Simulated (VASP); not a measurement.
# C (R-3m) in VASP: a series of runs, part 2 of 3

VASP 6.6.1. The steps go on from the part before.

## Step 4: Single point, r2SCAN (epitaxial 111 strain +1.0%)

Input file POSCAR:

```
C
1.0
   -0.0129763838      1.7849490001      1.7849490001
    1.7849490001     -0.0129763838      1.7849490001
    1.7849490001      1.7849490001     -0.0129763838
C
2
Direct
   -0.0000464490     -0.0000464490     -0.0000464490
    0.2500464490      0.2500464490      0.2500464490
```

Input file INCAR.step1:

```
SYSTEM = C
PREC = Accurate
ENCUT = 1430
ISMEAR = 0
SIGMA = 0.01
LREAL = .False.
LASPH = .True.
NELM = 120
NBANDS = 11
GGA = PE
ALGO = Normal
EDIFF = 1E-5
LWAVE = .True.
LCHARG = .False.
GGA_COMPAT = .False.
```

Input file INCAR.step2:

```
SYSTEM = C
PREC = Accurate
ENCUT = 1430
EDIFF = 1E-6
ISMEAR = 0
SIGMA = 0.01
LREAL = .False.
LASPH = .True.
NELM = 120
ALGO = Normal
ISIF = 2
LWAVE = .False.
LCHARG = .False.
METAGGA = R2SCAN
LMIXTAU = .True.
NBANDS = 11
ISTART = 1
GGA_COMPAT = .False.
```

Input file KPOINTS:

```
regular mesh
0
Gamma
  12 12 12
  0 0 0
```

Potentials or basis: VASP PAW PBE potentials, release 64 (C_h).

Run with:

```bash
$ cat potpaw_PBE.64/C_h/POTCAR > POTCAR
$ cp INCAR.step1 INCAR
$ mpirun -np 1 vasp_std > vasp.out
$ cp INCAR.step2 INCAR
$ mpirun -np 1 vasp_std > vasp.out
```

OUTCAR:

```text
SYSTEM = C
   PREC = Accurate
   ENCUT = 1430
   EDIFF = 1E-6
   ISMEAR = 0
   LREAL = .False.
   LASPH = .True.
   NELM = 120
   ISIF = 2
   METAGGA = R2SCAN
   ISTART = 1

 ion  position               nearest neighbor table
   1  1.000  1.000  1.000-
   2  0.250  0.250  0.250-

  LATTYP: Found a trigonal (rhomboedric) cell.
 ALAT       =     2.5243324370
 COS(alpha) =     0.4927170891
[... 523 lines left out ...]
     10      35.8965      0.00000
     11      36.3998      0.00000

 [... further k-points ...]

------------------------ aborting loop because EDIFF is reached ----------------------------------------

  FORCE on cell =-STRESS in cart. coord.  units (eV):
  Direction    XX          YY          ZZ          XY          YZ          ZX
  --------------------------------------------------------------------------------------
  -------------------------------------------------------------------------------------
  Total       -0.6307106     -0.6307106     -0.6307106      0.2936769      0.2936769      0.2936769
  in kB      -87.8866917    -87.8866917    -87.8866917     40.9225530     40.9225530     40.9225530
  external PRESSURE =     -87.8866917 kB  Pullay stress =       0.0000000 kB

 VOLUME and BASIS-vectors are now :
 -----------------------------------------------------------------------------
  energy-cutoff  :     1430.00
  volume of cell :       11.50
      direct lattice vectors                 reciprocal lattice vectors
    -0.012976384  1.784949000  1.784949000    -0.277083744  0.279112864  0.279112864
     1.784949000 -0.012976384  1.784949000     0.279112864 -0.277083744  0.279112864
     1.784949000  1.784949000 -0.012976384     0.279112864  0.279112864 -0.277083744

 POSITION                                       TOTAL-FORCE (eV/Angst)
 -----------------------------------------------------------------------------------
      3.55676      3.55676      3.55676         0.000723      0.000723      0.000723
      0.88940      0.88940      0.88940        -0.000723     -0.000723     -0.000723
 -----------------------------------------------------------------------------------
    total drift:                                0.000000      0.000000      0.000000

  FREE ENERGIE OF THE ION-ELECTRON SYSTEM (eV)
  ---------------------------------------------------
  free  energy   TOTEN  =       -19.7132925696 eV

  energy  without entropy=      -19.7132925696  energy(sigma->0) =      -19.71329257
```

OSZICAR.step1:

```text
N       E                     dE             d eps       ncg     rms          rms(c)
DAV:   1     0.224190596626E+02    0.22419E+02   -0.87473E+03  4158   0.161E+03
DAV:   2    -0.171663577922E+02   -0.39585E+02   -0.37357E+02  5697   0.200E+02
DAV:   3    -0.187996256348E+02   -0.16333E+01   -0.16270E+01  5062   0.337E+01
DAV:   4    -0.188051013866E+02   -0.54758E-02   -0.54753E-02  4500   0.215E+00
DAV:   5    -0.188051082670E+02   -0.68803E-05   -0.68803E-05  4822   0.836E-02    0.471E+00
DAV:   6    -0.183601950053E+02    0.44491E+00   -0.22871E-01  4371   0.343E+00    0.260E+00
DAV:   7    -0.182091578531E+02    0.15104E+00   -0.28528E-01  4575   0.381E+00    0.354E-01
DAV:   8    -0.182110199276E+02   -0.18621E-02   -0.83790E-03  4410   0.858E-01    0.405E-02
DAV:   9    -0.182110677428E+02   -0.47815E-04   -0.58066E-05  5166   0.685E-02    0.186E-02
DAV:  10    -0.182110854972E+02   -0.17754E-04   -0.15242E-05  4529   0.353E-02    0.246E-03
DAV:  11    -0.182110853613E+02    0.13588E-06   -0.31545E-07  2211   0.584E-03
   1 F= -.18211085E+02 E0= -.18211085E+02  d E =-.580954E-48
```

Run time: 3.1 min. Hardware: 1 thread of Intel Xeon Platinum 8259CL at 2.50GHz (Skylake/Cascade Lake), shared host; peak memory 0.23 GiB.

Results:

* Free energy: -19.7133 eV
* Pressure: -8.8 GPa
* Band gap on the k mesh: 4.33 eV (least direct gap 5.73 eV)

Stress tensor (GPa, compression positive):
```
-8.79  4.09  4.09
 4.09 -8.79  4.09
 4.09  4.09 -8.79
```

Levels at points of the mesh, in eV from the valence-band top:
```
           k point  band 1  band 2  band 3  band 4  band 5  band 6  band 7  band 8  band 9
(0.00, 0.00, 0.00)  -22.49   -0.01   -0.01    0.00    5.73    5.73    6.04   13.53   20.21
(0.50, 0.00, 0.00)  -16.68  -13.87   -2.92   -2.89    8.76    8.85    9.17   16.60   22.97
(0.50, 0.50, 0.00)  -13.52  -13.43   -6.64   -6.49    4.84    5.14   17.67   17.71   24.28
(0.50, 0.50, 0.50)  -16.47  -13.89   -3.04   -3.04    8.70    8.78    8.78   16.56   23.01
```

Caveat: the cell differs from its parent crystal (epitaxial 111 strain +1.0%); the cell stands under tension; the PAW data sets were made with another functional, which shifts forces and pressure a little.

## Step 5: Single point, HSE06 (epitaxial 111 strain +4.0%)

Input file POSCAR:

```
C
1.0
   -0.0516797269      1.7996493813      1.7996493813
    1.7996493813     -0.0516797269      1.7996493813
    1.7996493813      1.7996493813     -0.0516797269
C
2
Direct
   -0.0000596675     -0.0000596675     -0.0000596675
    0.2500596675      0.2500596675      0.2500596675
```

Input file INCAR.step1:

```
SYSTEM = C
PREC     = Accurate       ! precision mode
ENCUT    = 520            ! plane-wave cutoff, eV
EDIFF    = 1E-5           ! SCF threshold, eV
ISMEAR   = 0              ! smearing method
SIGMA    = 0.01           ! smearing width, eV
LREAL    = .FALSE.        ! projectors in reciprocal space
LASPH    = .TRUE.         ! aspherical terms in the spheres
NELM     = 60             ! most SCF steps
ALGO     = Normal         ! electronic algorithm
ISIF     = 2              ! what is computed and relaxed
LWAVE    = .TRUE.         ! write WAVECAR
LCHARG   = .FALSE.        ! write CHGCAR
GGA      = PE             ! functional
NBANDS   = 11             ! bands
```

Input file INCAR.step2:

```
SYSTEM = C
PREC     = Accurate       ! precision mode
ENCUT    = 520            ! plane-wave cutoff, eV
EDIFF    = 1E-6           ! SCF threshold, eV
ISMEAR   = 0              ! smearing method
SIGMA    = 0.01           ! smearing width, eV
LREAL    = .FALSE.        ! projectors in reciprocal space
LASPH    = .TRUE.         ! aspherical terms in the spheres
NELM     = 60             ! most SCF steps
ALGO     = Normal         ! electronic algorithm
ISIF     = 2              ! what is computed and relaxed
LWAVE    = .FALSE.        ! write WAVECAR
LCHARG   = .FALSE.        ! write CHGCAR
GGA      = PE             ! functional
LHFCALC  = .TRUE.         ! exact exchange
HFSCREEN = 0.2079         ! screening, 1/A
PRECFOCK = Normal       
ISTART   = 1            
NBANDS   = 11             ! bands
```

Input file KPOINTS:

```
regular mesh
0
G
  8 8 8
  0 0 0
```

Potentials or basis: VASP PAW PBE potentials, release 64 (C).

Run with:

```bash
$ cat potpaw_PBE.64/C/POTCAR > POTCAR
$ cp INCAR.step1 INCAR
$ mpirun -np 1 vasp_std > vasp.out
$ cp INCAR.step2 INCAR
$ mpirun -np 1 vasp_std > vasp.out
```

OUTCAR:

```text
SYSTEM = C
   PREC = Accurate
   ENCUT = 520
   EDIFF = 1E-6
   ISMEAR = 0
   LREAL = .FALSE.
   LASPH = .TRUE.
   NELM = 60
   ISIF = 2
   GGA = PE
   LHFCALC = .TRUE.
   HFSCREEN = 0.2079
   PRECFOCK = Normal
   ISTART = 1

 ion  position               nearest neighbor table
   1  1.000  1.000  1.000-   2 1.54   2 1.60   2 1.60   2 1.60
   2  0.250  0.250  0.250-   1 1.54   1 1.60   1 1.60   1 1.60

  LATTYP: Found a trigonal (rhomboedric) cell.
 ALAT       =     2.5456132042
 COS(alpha) =     0.4710892074

  Lattice vectors:

 A1 = (  -0.0516797269,   1.7996493813,   1.7996493813)
 A2 = (   1.7996493813,  -0.0516797269,   1.7996493813)
 A3 = (   1.7996493813,   1.7996493813,  -0.0516797269)

Analysis of symmetry for initial positions (statically):
=====================================================================
 Subroutine PRICEL returns:
 Original cell was already a primitive cell.

 Routine SETGRP: Setting up the symmetry group for a
 trigonal (rhombohedral) supercell.

 Subroutine GETGRP returns: Found 12 space group operations
 (whereof  6 operations were pure point group operations)
 out of a pool of 12 trial point group operations.

The static configuration has the point symmetry C_3v.
 The point group associated with its full space group is D_3d.

Analysis of symmetry for dynamics (positions and initial velocities):
=====================================================================
 Subroutine PRICEL returns:
 Original cell was already a primitive cell.

 Routine SETGRP: Setting up the symmetry group for a
 trigonal (rhombohedral) supercell.

 Subroutine GETGRP returns: Found 12 space group operations
 (whereof  6 operations were pure point group operations)
 out of a pool of 12 trial point group operations.

The dynamic configuration has the point symmetry C_3v.
 The point group associated with its full space group is D_3d.

 Subroutine INISYM returns: Found 12 space group operations
[... 130 lines left out ...]
   HFSCREEN=    0.2079 screening length (either q_TF or 0.3 A-1)
   HFSCREENC=   0.2079 screening length for correlation (either q_TF or 0.3 A-1)
   ENCUTFOCK=  -1.0 apply spherical cutoff to Coloumb kernel
   IVDW    =     0    specifies the selected vdW correction
   LEPSILON=     F    determine dielectric tensor
   LRPA    =     F    only Hartree local field effects (RPA)
 non-spin polarized calculation
 Gauss-broadening in eV      SIGMA  =   0.01
  energy-cutoff  :      520.00
  volume of cell :       12.16
 maximum number of plane-waves:       336
  NGX = 16; NGY = 16; NGZ = 16

 number of electron       8.0000001 magnetization

 Free energy of the ion-electron system (eV)
  ---------------------------------------------------
  ext. energy  EPLUGINS =         0.00000000
  ---------------------------------------------------
  free energy    TOTEN  =       -20.89292110 eV

  energy without entropy =      -20.89292110  energy(sigma->0) =      -20.89292110

 E-fermi :   8.2229     XC(G=0): -10.5586

 val. band max:        8.1771684744   @ k =   0.0000   0.0000   0.0000
 cond. band min:      13.1736767114   @ k =   0.3750   0.3750   0.0000
 fundamental gap:      4.9965082370
 Fermi energy:         8.2229333863

 k-point     1 :       0.0000    0.0000    0.0000
  band No.  band energies     occupation
      1     -14.4430      2.00000
      2       8.0647      2.00000
      3       8.1772      2.00000
      4       8.1772      2.00000
      5      14.4759      0.00000
      6      14.4759      0.00000
      7      15.6023      0.00000
      8      21.9853      0.00000
      9      28.1153      0.00000
     10      35.6855      0.00000
     11      35.6855      0.00000
[... 309 lines left out ...]
 k-point    24 :       0.3750    0.1250    0.1250
  band No.  band energies     occupation
      1     -11.6388      2.00000
      2      -0.2406      2.00000
      3       3.9641      2.00000
      4       6.3717      2.00000
      5      17.1256      0.00000
      6      17.5962      0.00000
      7      19.1454      0.00000
      8      22.8808      0.00000
      9      29.2207      0.00000
     10      30.4216      0.00000
     11      33.0988      0.00000

 [... further k-points ...]

------------------------ aborting loop because EDIFF is reached ----------------------------------------

  FORCE on cell =-STRESS in cart. coord.  units (eV):
  Direction    XX          YY          ZZ          XY          YZ          ZX
  --------------------------------------------------------------------------------------
  -------------------------------------------------------------------------------------
  Total       -2.5440976     -2.5440976     -2.5440976      1.1044257      1.1044257      1.1044257
  in kB     -335.2278692   -335.2278692   -335.2278692    145.5267609    145.5267609    145.5267609
  external PRESSURE =    -335.2278692 kB  Pullay stress =       0.0000000 kB

 VOLUME and BASIS-vectors are now :
 -----------------------------------------------------------------------------
  energy-cutoff  :      520.00
  volume of cell :       12.16
      direct lattice vectors                 reciprocal lattice vectors
    -0.051679727  1.799649381  1.799649381    -0.266141918  0.274010557  0.274010557
     1.799649381 -0.051679727  1.799649381     0.274010557 -0.266141918  0.274010557
     1.799649381  1.799649381 -0.051679727     0.274010557  0.274010557 -0.266141918

 POSITION                                       TOTAL-FORCE (eV/Angst)
 -----------------------------------------------------------------------------------
      3.54741      3.54741      3.54741        -0.039749     -0.039749     -0.039749
      0.88712      0.88712      0.88712         0.039749      0.039749      0.039749
 -----------------------------------------------------------------------------------
    total drift:                               -0.000000     -0.000000      0.000000

  FREE ENERGIE OF THE ION-ELECTRON SYSTEM (eV)
  ---------------------------------------------------
  free  energy   TOTEN  =       -20.8929210979 eV

  energy  without entropy=      -20.8929210979  energy(sigma->0) =      -20.89292110
```

OUTCAR.step1:

```text
SYSTEM = C
   PREC = Accurate
   ENCUT = 520
   EDIFF = 1E-5
   ISMEAR = 0
[... 562 lines left out ...]
      3.54741      3.54741      3.54741        -0.033900     -0.033900     -0.033900
      0.88712      0.88712      0.88712         0.033900      0.033900      0.033900
 -----------------------------------------------------------------------------------
    total drift:                               -0.000000     -0.000000      0.000000

  FREE ENERGIE OF THE ION-ELECTRON SYSTEM (eV)
  ---------------------------------------------------
  free  energy   TOTEN  =       -18.0803770045 eV

  energy  without entropy=      -18.0803770045  energy(sigma->0) =      -18.08037700
```

OSZICAR.step1:

```text
N       E                     dE             d eps       ncg     rms          rms(c)
DAV:   1    -0.295764182455E-01   -0.29576E-01   -0.47891E+03  1478   0.727E+02
DAV:   2    -0.182241163564E+02   -0.18195E+02   -0.17564E+02  1866   0.118E+02
DAV:   3    -0.185988084712E+02   -0.37469E+00   -0.37371E+00  1667   0.131E+01
DAV:   4    -0.185995322130E+02   -0.72374E-03   -0.72372E-03  1547   0.726E-01
DAV:   5    -0.185995332036E+02   -0.99059E-06   -0.99058E-06  1621   0.249E-02    0.509E+00
DAV:   6    -0.182097071437E+02    0.38983E+00   -0.20600E-01  1496   0.316E+00    0.304E+00
DAV:   7    -0.180786642631E+02    0.13104E+00   -0.25858E-01  1532   0.359E+00    0.658E-01
DAV:   8    -0.180803126037E+02   -0.16483E-02   -0.76780E-03  1525   0.647E-01    0.411E-02
DAV:   9    -0.180803551874E+02   -0.42584E-04   -0.61182E-05  1738   0.635E-02    0.231E-02
DAV:  10    -0.180803767011E+02   -0.21514E-04   -0.16022E-05  1505   0.343E-02    0.448E-03
DAV:  11    -0.180803770045E+02   -0.30340E-06   -0.69049E-07   748   0.748E-03
   1 F= -.18080377E+02 E0= -.18080377E+02  d E =-.161453E-53
```

Wall time 30 min (1 thread of Intel Xeon 8259CL, shared host); peak memory 0.23 GiB.

What came out:

```
Free energy            : -20.8929 eV
Pressure               : -33.5 GPa
Largest force          : 0.069 eV/Å
Band gap on the k mesh : 5.00 eV (least direct gap 6.30 eV)
```

Forces on the atoms (eV/Å):
```
C   -0.040 -0.040 -0.040
C    0.040  0.040  0.040
```

Levels at points of the mesh, in eV from the valence-band top:
```csv
k point,band 1,band 2,band 3,band 4,band 5,band 6,band 7,band 8,band 9
"(0.00, 0.00, 0.00)",-22.62,-0.11,0.00,0.00,6.30,6.30,7.43,13.81,19.94
"(0.50, 0.00, 0.00)",-17.02,-13.84,-2.88,-2.67,9.29,9.30,10.61,16.97,22.63
"(0.50, 0.50, 0.00)",-13.81,-13.42,-6.74,-6.16,5.18,6.28,17.91,18.11,23.88
"(0.50, 0.50, 0.50)",-16.17,-13.95,-3.28,-3.28,8.39,9.43,9.43,16.77,22.89
```

Caveat: the cell differs from its parent crystal (epitaxial 111 strain +4.0%); the cell stands under tension; the PAW data sets were made with another functional, which shifts forces and pressure a little.

(Part 2 of 3 ends here.)
